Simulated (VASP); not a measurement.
Write the native input for VASP 6.6.1 that does the following.

* Task: single point
* Functional: PBE
* Potentials or basis: VASP PAW PBE potentials, release 64 (Ru_pv)
* Cutoff: 520 eV
* k mesh: 11 × 11 × 6
* Occupations: fermi-dirac, width 0.05 eV
* Spin: no spin polarisation
* Dipole correction: no
* Further INCAR settings: ALGO = Normal; EDIFF = 1e-06; NBANDS = 21

The structure of Ru lies in POSCAR:

```
Ru
1.0
    2.6692306523      0.0000000000      0.0000000000
   -1.3346153261      2.3116215535      0.0000000000
    0.0000000000      0.0000000000      4.2240293924
Ru
2
Direct
    0.6666666667      0.3333333333      0.7500000000
    0.3333333333      0.6666666667      0.2500000000
```

These files were run (other wordings do the same):

INCAR

```
SYSTEM = Ru
ALGO     = Normal         ! electronic algorithm
EDIFF    = 1E-6           ! SCF threshold, eV
ENCUT    = 520            ! plane-wave cutoff, eV
GGA      = PE             ! functional
ISIF     = 2              ! what is computed and relaxed
ISMEAR   = -1             ! smearing method
LASPH    = .True.         ! aspherical terms in the spheres
LCHARG   = .True.         ! write CHGCAR
LELF     = .True.         ! ELF
LREAL    = .False.        ! projectors in reciprocal space
LVHAR    = .True.       
LWAVE    = .False.        ! write WAVECAR
NBANDS   = 21             ! bands
NELM     = 60             ! most SCF steps
PREC     = Accurate       ! precision mode
SIGMA    = 0.05           ! smearing width, eV
```

KPOINTS

```
k-points
0
Gamma
  11 11 6
  0 0 0
```

Potentials or basis: VASP PAW PBE potentials, release 64 (Ru_pv).

Run with:

```console
$ cat potpaw_PBE.64/Ru_pv/POTCAR > POTCAR
$ mpirun -np 1 vasp_std > vasp.out
```

Results of the run:

| Quantity | Value |
| --- | --- |
| Pressure | 19.6 GPa |
| Band gap on the k mesh | zero (band 14 reaches 15.20 eV, above the bottom of band 15 at 11.93 eV) |

Run time: 21 s on 1 thread of Intel(R) Xeon(R) Platinum 8259CL CPU @ 2.50GHz (Skylake/Cascade Lake), with other jobs on the host, peak memory 0.15 GiB.
